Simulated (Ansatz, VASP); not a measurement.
## Two plane-wave programs on ScAl3

File INCAR:

```
SYSTEM = ScAl3
ALGO = Normal
EDIFF = 1E-6
ENCUT = 520
GGA = PS
ISIF = 2
ISMEAR = -1
IVDW = 12
LASPH = .True.
LCHARG = .False.
LREAL = .False.
LWAVE = .False.
NBANDS = 18
NELM = 80
PREC = Accurate
SIGMA = 0.1
```

File KPOINTS:

```
k-points
0
Gamma
  6 6 6
  0 0 0
```

POSCAR

```
ScAl3
1.0
    4.1548321422      0.0000000000      0.0000000000
    0.0000000000      4.1548321422      0.0000000000
    0.0000000000      0.0000000000      4.1548321422
Sc Al
1 3
Direct
    0.0000000000      0.0000000000      0.0000000000
    0.5000000000      0.0000000000      0.5000000000
    0.0000000000      0.5000000000      0.5000000000
    0.5000000000      0.5000000000      0.0000000000
```

Input for Ansatz:

```yaml
crystal:
  lattice:
    - [4.154832142162256, 0.0, 0.0]
    - [0.0, 4.154832142162256, 0.0]
    - [0.0, 0.0, 4.154832142162256]
  atoms:
    - { symbol: Sc, position: [0.0, 0.0, 0.0] }
    - { symbol: Al, position: [0.5, 0.0, 0.5] }
    - { symbol: Al, position: [0.0, 0.5, 0.5] }
    - { symbol: Al, position: [0.5, 0.5, 0.0] }
basis:
  ecutwfc: 500.0
kpoints:
  mp_grid:
    grid: [6, 6, 6]
hamiltonian:
  xc: pbesol
  dispersion: d3bj
scf:
  occupations:
    method: fermi_dirac
output:
  stress: true
```

Alike in both runs: task single point; functional PBEsol; dispersion D3(BJ); k mesh 6 × 6 × 6; no spin polarisation.

```csv
,VASP,Ansatz
version,VASP 6.6.1,Ansatz 0.2.0
potentials or method,"VASP PAW PBE potentials, release 64 (Sc_sv, Al), cutoff 520 eV","plane waves, PAW"
occupations,"fermi-dirac, width 0.1 eV",fermi-dirac
valence electrons in the cell,20,20
```

VASP gave:

```
pressure (GPa) : -7.9
```

Problem. Which values does Ansatz return?

Solution. Pressure (GPa): -8.0.

VASP's potentials were made for PBE, not for PBEsol.
